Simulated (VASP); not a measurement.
# TiSeS3 (Pm-3m) in VASP: a series of runs

The runs below take TiSeS3 through single point, with PBE.

All numbers are computed with VASP 6.6.1; they aren't measurements. Logs are shortened: lines on timing, memory, paths and dates and some standing lists are left out, and cuts for length are marked.

## Step 1: The cell of the first run

It takes space group Pm-3m (No. 221, cubic). Conventional cell: a = 4.787 Å, b = 4.787 Å, c = 4.787 Å, α = 90.00°, β = 90.00°, γ = 90.00°. Ti (site symmetry m-3m) has 6 S at 2.39 Å within 3.2 Å. Se (site symmetry m-3m) has 12 S at 3.39 Å and 8 Ti at 4.15 Å within 4.5 Å. S (site symmetry 4/mmm) has 2 Ti at 2.39 Å within 3.2 Å.

The cell was built from a structure type or drawn by symmetry, and may not be a known phase.

## Step 2: Single point, PBE, collinear spin

The input, INCAR:

```
  PREC = Accurate
  ENCUT = 520
  EDIFF = 1E-6
  ISMEAR = 0
  SIGMA = 0.1
  LREAL = False
  LASPH = True
  NELM = 150
  ALGO = Normal
  ISIF = 2
  LWAVE = False
  LCHARG = True
  ISPIN = 2
  MAGMOM = 1 0 0 0 0
  LORBIT = 11
  LMAXMIX = 4
  GGA = PE
  LELF = True
  LVHAR = True
  NBANDS = 30
```

The input, KPOINTS:

```
regular mesh
0
Gamma
  4 4 4
```

The input, POSCAR:

```
TiSeS3
1.0
    4.7872286500      0.0000000000      0.0000000000
    0.0000000000      4.7872286500      0.0000000000
    0.0000000000      0.0000000000      4.7872286500
Ti Se S
1 1 3
Direct
    0.5000000000      0.5000000000      0.5000000000
    0.0000000000      0.0000000000      0.0000000000
    0.0000000000      0.5000000000      0.5000000000
    0.5000000000      0.0000000000      0.5000000000
    0.5000000000      0.5000000000      0.0000000000
```

Potentials or basis: VASP PAW PBE potentials, release 64 (Ti_sv, Se, S).

On the command line:

```
> cat potpaw_PBE.64/Ti_sv/POTCAR potpaw_PBE.64/Se/POTCAR potpaw_PBE.64/S/POTCAR > POTCAR
> mpirun -np 1 vasp_std > vasp.out
```

OUTCAR:

```text
PREC = Accurate
   ENCUT = 520
   EDIFF = 1E-6
   ISMEAR = 0
   LREAL = False
   LASPH = True
   NELM = 150
   ISIF = 2
   ISPIN = 2
   LORBIT = 11
   GGA = PE

 ion  position               nearest neighbor table
   1  0.500  0.500  0.500-   3 2.39   4 2.39   5 2.39   5 2.39   4 2.39   3 2.39
   2  0.000  0.000  0.000-
   3  0.000  0.500  0.500-   1 2.39   1 2.39
   4  0.500  0.000  0.500-   1 2.39   1 2.39
   5  0.500  0.500  0.000-   1 2.39   1 2.39

  LATTYP: Found a simple cubic cell.
 ALAT       =     4.7872286500

  Lattice vectors:

 A1 = (   4.7872286500,   0.0000000000,   0.0000000000)
 A2 = (   0.0000000000,   4.7872286500,   0.0000000000)
 A3 = (   0.0000000000,   0.0000000000,   4.7872286500)

Analysis of symmetry for initial positions (statically):
=====================================================================
 Subroutine PRICEL returns:
 Original cell was already a primitive cell.

 Routine SETGRP: Setting up the symmetry group for a
 simple cubic supercell.

 Subroutine GETGRP returns: Found 48 space group operations
 (whereof 48 operations were pure point group operations)
 out of a pool of 48 trial point group operations.

The static configuration has the point symmetry O_h .

Analysis of symmetry for dynamics (positions and initial velocities):
=====================================================================
 Subroutine PRICEL returns:
 Original cell was already a primitive cell.

 Routine SETGRP: Setting up the symmetry group for a
 simple cubic supercell.

 Subroutine GETGRP returns: Found 48 space group operations
 (whereof 48 operations were pure point group operations)
 out of a pool of 48 trial point group operations.

The dynamic configuration has the point symmetry O_h .

Analysis of structural, dynamic, and magnetic symmetry:
=====================================================================
 Subroutine PRICEL returns:
 Original cell was already a primitive cell.

 Routine SETGRP: Setting up the symmetry group for a
 simple cubic supercell.

 Subroutine GETGRP returns: Found 48 space group operations
 (whereof 48 operations were pure point group operations)
 out of a pool of 48 trial point group operations.

The overall configuration has the point symmetry O_h .

 Subroutine INISYM returns: Found 48 space group operations
 (whereof 48 operations are pure point group operations),
 and found     1 'primitive' translations

----------------------------------------------------------------------------------------

                                     Primitive cell

  volume of cell :     109.7116

  direct lattice vectors                    reciprocal lattice vectors
     4.787228650  0.000000000  0.000000000     0.208889124  0.000000000  0.000000000
     0.000000000  4.787228650  0.000000000     0.000000000  0.208889124  0.000000000
     0.000000000  0.000000000  4.787228650     0.000000000  0.000000000  0.208889124

  length of vectors
     4.787228650  4.787228650  4.787228650     0.208889124  0.208889124  0.208889124

  position of ions in fractional coordinates (direct lattice)
     0.500000000  0.500000000  0.500000000
     0.000000000  0.000000000  0.000000000
     0.000000000  0.500000000  0.500000000
     0.500000000  0.000000000  0.500000000
     0.500000000  0.500000000  0.000000000

  ion indices of the primitive-cell ions
   primitive index   ion index
                 1           1
                 2           2
                 3           3
                 4           4
                 5           5

----------------------------------------------------------------------------------------

 KPOINTS: regular mesh

Automatic generation of k-mesh.
 Grid dimensions read from file:
 generate k-points for:    4    4    4

 Generating k-lattice:

  Cartesian coordinates                     Fractional coordinates (reciprocal lattice)
     0.052222281  0.000000000  0.000000000     0.250000000  0.000000000  0.000000000
     0.000000000  0.052222281  0.000000000     0.000000000  0.250000000  0.000000000
     0.000000000  0.000000000  0.052222281     0.000000000  0.000000000  0.250000000

  Length of vectors
     0.052222281  0.052222281  0.052222281

  Shift w.r.t. Gamma in fractional coordinates (k-lattice)
     0.000000000  0.000000000  0.000000000

 Subroutine IBZKPT returns following result:
 ===========================================

 Found     10 irreducible k-points:

 Following reciprocal coordinates:
            Coordinates               Weight
  0.000000  0.000000  0.000000      1.000000
  0.250000  0.000000  0.000000      6.000000
  0.500000  0.000000  0.000000      3.000000
  0.250000  0.250000  0.000000     12.000000
  0.500000  0.250000  0.000000     12.000000
  0.500000  0.500000  0.000000      3.000000
  0.250000  0.250000  0.250000      8.000000
  0.500000  0.250000  0.250000     12.000000
  0.500000  0.500000  0.250000      6.000000
  0.500000  0.500000  0.500000      1.000000
   k-points           NKPTS =     10   k-points in BZ     NKDIM =     10   number of bands    NBANDS=     30
   number of dos      NEDOS =    301   number of ions     NIONS =      5
   total plane-waves  NPLWV =  46656
   dimension x,y,z NGX =    36 NGY =   36 NGZ =   36
   dimension x,y,z NGXF=    72 NGYF=   72 NGZF=   72
   ions per type =               1   1   3
   NGX,Y,Z   is equivalent  to a cutoff of  12.50, 12.50, 12.50 a.u.
   NGXF,Y,Z  is equivalent  to a cutoff of  25.00, 25.00, 25.00 a.u.
 SYSTEM =  unknown system
   PREC   = accura    normal or accurate (medium, high low for compatibility)
   ISTART =      0    job   : 0-new  1-cont  2-samecut
   ICHARG =      2    charge: 1-file 2-atom 10-const
   ISPIN  =      2    spin polarized calculation?
   LNONCOLLINEAR =      F non collinear calculations
   LSORBIT =      F    spin-orbit coupling
   LASPH  =      T    aspherical Exc in radial PAW
   ENCUT  =  520.0 eV  38.22 Ry    6.18 a.u.   8.90  8.90  8.90*2*pi/ulx,y,z
   NELM   =    150;   NELMIN=  2; NELMDL= -5     # of ELM steps
   EDIFF  = 0.1E-05   stopping-criterion for ELM
   LREAL  =      F    real-space projection
   EDIFFG = 0.1E-04   stopping-criterion for IOM
   NSW    =      0    number of steps for IOM
   IBRION =     -1    ionic relax: 0-MD 1-quasi-New 2-CG
   NFREE  =      0    steps in history (QN), initial steepest desc. (CG)
   ISIF   =      2    stress and relaxation
   ISYM   =      2    0-nonsym 1-usesym 2-fastsym
   POTIM  = 0.5000    time-step for ionic-motion
   TEBEG  =    0.0;   TEEND  =   0.0 temperature during run
   PSTRESS=    0.0 pullay stress
   NELECT =      36.0000    total number of electrons
   NUPDOWN=      -1.0000    fix difference up-down
   EMIN   =  10.00;   EMAX   =-10.00  energy-range for DOS
   EFERMI =   0.00;   METHOD = LEGACY
   ISMEAR =     0;   SIGMA  =   0.10  broadening in eV -4-tet -1-fermi 0-gaus
   EFERMI_NEDOS =   21; number of points for ismear=-14 and -15
   IALGO  =     38    algorithm
   IMIX   =      4    mixing-type and parameters
     AMIX     =   0.40;   BMIX     =  1.00
     AMIX_MAG =   1.60;   BMIX_MAG =  1.00
  volume/ion in A,a.u.               =      21.94       148.07
  Fermi-wavevector in a.u.,A,eV,Ry     =   1.129167  2.133816 17.347673  1.275018
  Thomas-Fermi vector in A             =   2.265859
   LORBIT       =     11    0 simple, 1 ext, 2 COOP (PROOUT), +10 PAW based schemes
   GGA     = PE    functional components
   LHFCALC =     F    Hartree Fock is set to
   AEXX    =    0.0000 exact exchange contribution
   IVDW    =     0    specifies the selected vdW correction
   LEPSILON=     F    determine dielectric tensor
   LRPA    =     F    only Hartree local field effects (RPA)
 spin polarized calculation
 Gauss-broadening in eV      SIGMA  =   0.10
  energy-cutoff  :      520.00
  volume of cell :      109.71
 maximum number of plane-waves:      3016
 NGX is ok and might be reduce to    36
   NGX = 17   NGY = 17   NGZ = 17

 number of electron      36.0000000 magnetization      -0.0042517

 number of electron      36.0000000 magnetization       0.0085472

 Free energy of the ion-electron system (eV)
  ---------------------------------------------------
  ext. energy  EPLUGINS =         0.00000000
  ---------------------------------------------------
  free energy    TOTEN  =       -23.83887116 eV

  energy without entropy =      -23.81870839  energy(sigma->0) =      -23.82878977

 E-fermi :   3.7003     XC(G=0):  -9.6707

 val. band max:        3.6195486511   @ k =   0.2500   0.2500   0.0000
 cond. band min:       3.7404481730   @ k =   0.2500   0.0000   0.0000
 fundamental gap:      0.1208995219
 Fermi energy:         3.7003188278

 spin component 1

 k-point     1 :       0.0000    0.0000    0.0000
  band No.  band energies     occupation
      1     -53.7485      1.00000
      2     -29.9906      1.00000
      3     -29.9906      1.00000
      4     -29.9906      1.00000
      5      -9.7983      1.00000
      6      -7.8975      1.00000
[... 319 lines left out ...]
     29      11.3445      0.00000
     30      13.7152      0.00000
 Fermi energy:         3.7003188278

 spin component 2

 k-point     1 :       0.0000    0.0000    0.0000
  band No.  band energies     occupation
      1     -53.7470      1.00000
      2     -29.9890      1.00000
      3     -29.9890      1.00000
      4     -29.9890      1.00000
      5      -9.7970      1.00000
      6      -7.8978      1.00000
[... 319 lines left out ...]
     29      11.3450      0.00000
     30      13.7150      0.00000

------------------------ aborting loop because EDIFF is reached ----------------------------------------

  FORCE on cell =-STRESS in cart. coord.  units (eV):
  Direction    XX          YY          ZZ          XY          YZ          ZX
  --------------------------------------------------------------------------------------
  -------------------------------------------------------------------------------------
  Total       -2.7350212     -2.7350212     -2.7350212     -0.0000000     -0.0000000      0.0000000
  in kB      -39.9409843    -39.9409843    -39.9409843     -0.0000000     -0.0000000      0.0000000
  external PRESSURE =     -39.9409843 kB  Pullay stress =       0.0000000 kB

 VOLUME and BASIS-vectors are now :
 -----------------------------------------------------------------------------
  energy-cutoff  :      520.00
  volume of cell :      109.71
      direct lattice vectors                 reciprocal lattice vectors
     4.787228650  0.000000000  0.000000000     0.208889124  0.000000000  0.000000000
     0.000000000  4.787228650  0.000000000     0.000000000  0.208889124  0.000000000
     0.000000000  0.000000000  4.787228650     0.000000000  0.000000000  0.208889124

 POSITION                                       TOTAL-FORCE (eV/Angst)
 -----------------------------------------------------------------------------------
      2.39361      2.39361      2.39361         0.000000      0.000000      0.000000
      0.00000      0.00000      0.00000         0.000000      0.000000      0.000000
      0.00000      2.39361      2.39361         0.000000      0.000000      0.000000
      2.39361      0.00000      2.39361         0.000000      0.000000      0.000000
      2.39361      2.39361      0.00000         0.000000      0.000000      0.000000
 -----------------------------------------------------------------------------------
    total drift:                                0.000000      0.000000      0.000000

  FREE ENERGIE OF THE ION-ELECTRON SYSTEM (eV)
  ---------------------------------------------------
  free  energy   TOTEN  =       -23.8388711583 eV

  energy  without entropy=      -23.8187083900  energy(sigma->0) =      -23.82878977

 total charge

# of ion       s       p       d       tot
------------------------------------------
    1        2.184   6.181   1.822  10.187
    2        1.527   1.973   0.013   3.513
    3        1.369   2.279   0.000   3.647
    4        1.369   2.279   0.000   3.647
    5        1.369   2.279   0.000   3.647
--------------------------------------------------
tot          7.817  14.990   1.835  24.642

 magnetization (x)

# of ion       s       p       d       tot
------------------------------------------
    1        0.000   0.000   0.002   0.002
    2        0.000   0.005   0.000   0.005
    3       -0.000  -0.000   0.000  -0.000
    4       -0.000  -0.000   0.000  -0.000
    5       -0.000  -0.000   0.000  -0.000
--------------------------------------------------
tot          0.000   0.004   0.002   0.006
```

It took 46 s on 1 thread of Intel Xeon Platinum 8488C (Sapphire Rapids), shared host; peak memory 0.25 GiB.

Results:

| Item | Value |
| --- | --- |
| Free energy | -23.8389 eV |
| Pressure | -4.0 GPa |
| Band gap on the k mesh | zero (filled and empty bands overlap) |
| Net moment | 0.01 μB per cell |
| Valence electrons inside the program's atomic spheres | Ti 10.19; Se 3.51; S 3.65 |

Caveat: the cell stands under tension.

[end of part 1 of 2]
